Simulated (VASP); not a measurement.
# Be: single point with r2SCAN

Be:

```
CELL_PARAMETERS angstrom
2.41964 0.00000 0.00000
0.00000 3.64779 0.00000
0.00000 0.00000 3.57316
ATOMIC_POSITIONS crystal
Be 0.75000 0.75000 0.75000
Be 0.25000 0.75000 0.25000
Be 0.25000 0.25000 0.75000
Be 0.75000 0.25000 0.25000
```

| Item | Value |
| --- | --- |
| Program | VASP 6.6.1 |
| Task | single point |
| Functional | r2SCAN |
| Potentials or basis | VASP PAW PBE potentials, release 64 (Be) |
| Cutoff | 520 eV |
| k mesh | 11 × 7 × 7 |
| Occupations | fermi-dirac, width 0.1 eV |
| Spin | no spin polarisation |
| Dipole correction | no |
| Further INCAR settings | ALGO = Normal; EDIFF = 1e-07; NBANDS = 12 |

```json
{
  "Pressure": "0.2 GPa",
  "Band gap on the k mesh": "zero (bands 4 and 5 overlap by 2.05 eV)"
}
```

Stress tensor (GPa, compression positive):
```
0.21 0.00 0.00
0.00 0.09 0.00
0.00 0.00 0.22
```

Levels at points of the mesh, in eV from the Fermi level:
```
           k point  band 1  band 2  band 3  band 4  band 5  band 6  band 7  band 8
(0.00, 0.00, 0.00)  -13.01   -5.86   -5.55   -0.32    0.22    3.62    3.93    6.05
```

It took 72 s on 1 thread of Intel(R) Xeon(R) Platinum 8488C (Sapphire Rapids), with other jobs on the host, peak memory 0.15 GiB.

Caveat: the PAW data sets were made with another functional, which shifts forces and pressure a little.
